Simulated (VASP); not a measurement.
Wanted: the native input for a VASP 6.6.1 run.

```yaml
Task: single point
Functional: RPBE
Potentials_or_basis: VASP PAW PBE potentials, release 64 (As)
Cutoff: 520 eV
k_mesh: 19 × 19 × 11
Occupations: fermi-dirac, width 0.1 eV
Spin: no spin polarisation
Dipole_correction: no
Further_INCAR_settings: ALGO = Normal; EDIFF = 1e-06; NBANDS = 12
```

The structure of As lies in POSCAR:

```
As
1.0
    3.0993390326      0.0000000000      0.0000000000
   -1.5496695163      2.6841063372      0.0000000000
    0.0000000000      0.0000000000      4.7222729413
As
2
Direct
    0.3333333333      0.6666666667      0.2500000000
    0.6666666667      0.3333333333      0.7500000000
```

One way to write it, as run:

INCAR

```
SYSTEM = As
  ALGO = Normal
  EDIFF = 1E-6
  ENCUT = 520
  GGA = RP
  ISIF = 2
  ISMEAR = -1
  LASPH = .True.
  LCHARG = .False.
  LREAL = .False.
  LWAVE = .False.
  NBANDS = 12
  NELM = 60
  PREC = Accurate
  SIGMA = 0.1
```

KPOINTS

```
k-points
0
Gamma
  19 19 11
  0 0 0
```

Potentials or basis: VASP PAW PBE potentials, release 64 (As).

Launch:

```console
$ cat potpaw_PBE.64/As/POTCAR > POTCAR
$ mpirun -np 1 vasp_std > vasp.out
```

Results of the run:

The pressure is 0.2 GPa. The band gap on the k mesh is zero (band 5 reaches 10.14 eV, above the bottom of band 6 at 3.13 eV).

Caveat: the PAW data sets were made with another functional, which shifts forces and pressure a little.

It took 38 s on 1 thread of Intel(R) Xeon(R) Platinum 8488C (Sapphire Rapids) (shared host), peak memory 0.22 GiB.
